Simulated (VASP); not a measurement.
Set up this calculation in VASP 6.6.1, as the native input.

```
Task                   : relaxation of cell and atoms
Functional             : PBE
Potentials or basis    : VASP PAW PBE potentials, release 64 (Mg, S)
Cutoff                 : 600 eV
k mesh                 : 6 × 6 × 4
Occupations            : fermi-dirac, width 0.02 eV
Spin                   : no spin polarisation
Dipole correction      : no
Further INCAR settings : ALGO = Normal; EDIFF = 1e-06; IBRION = 2; EDIFFG = -0.005; NSW = 80; ISIF = 3
```

The structure of MgS lies in POSCAR:

```
MgS
1.0
    4.0346224068      0.0000000000      0.0000000000
   -2.0173112034      3.4940854990      0.0000000000
    0.0000000000      0.0000000000      6.4322941800
Mg S
2 2
Direct
    0.6666666700      0.3333333300      0.4957548500
    0.3333333300      0.6666666700      0.9957548500
    0.3333333300      0.6666666700      0.3792441500
    0.6666666700      0.3333333300      0.8792441500
```

The input as run:

INCAR

```
  PREC = Accurate
  ENCUT = 600
  EDIFF = 1E-6
  ISMEAR = -1
  SIGMA = 0.02
  LREAL = F
  LASPH = T
  NELM = 60
  ALGO = Normal
  ISIF = 3
  LWAVE = F
  LCHARG = F
  GGA = PE
  IBRION = 2
  NSW = 80
  EDIFFG = -0.005
```

KPOINTS

```
Automatic mesh
0
Gamma
  6 6 4
```

Potentials or basis: VASP PAW PBE potentials, release 64 (Mg, S).

Run with:

```sh
$ cat potpaw_PBE.64/Mg/POTCAR potpaw_PBE.64/S/POTCAR > POTCAR
$ mpirun -np 1 vasp_std > vasp.out
```

It gave:

```
Relaxed volume                         : 23.05 Å³/atom
Relaxed cell                           : a = 4.051 Å, b = 4.051 Å, c = 6.487 Å, α = 90.00°, β = 90.00°, γ = 120.00°
Space group after relaxing (to 0.05 Å) : P6_3mc (No. 186)
Energy gained by relaxing              : 1.2 meV/atom
Ionic steps                            : 9
Pressure after relaxing                : 0.0 GPa
Band gap on the k mesh                 : 3.38 eV, direct
```

Run time: 91 s on 1 thread of Intel(R) Xeon(R) Platinum 8259CL CPU @ 2.50GHz (Skylake/Cascade Lake), with other jobs on the host, peak memory 0.24 GiB.
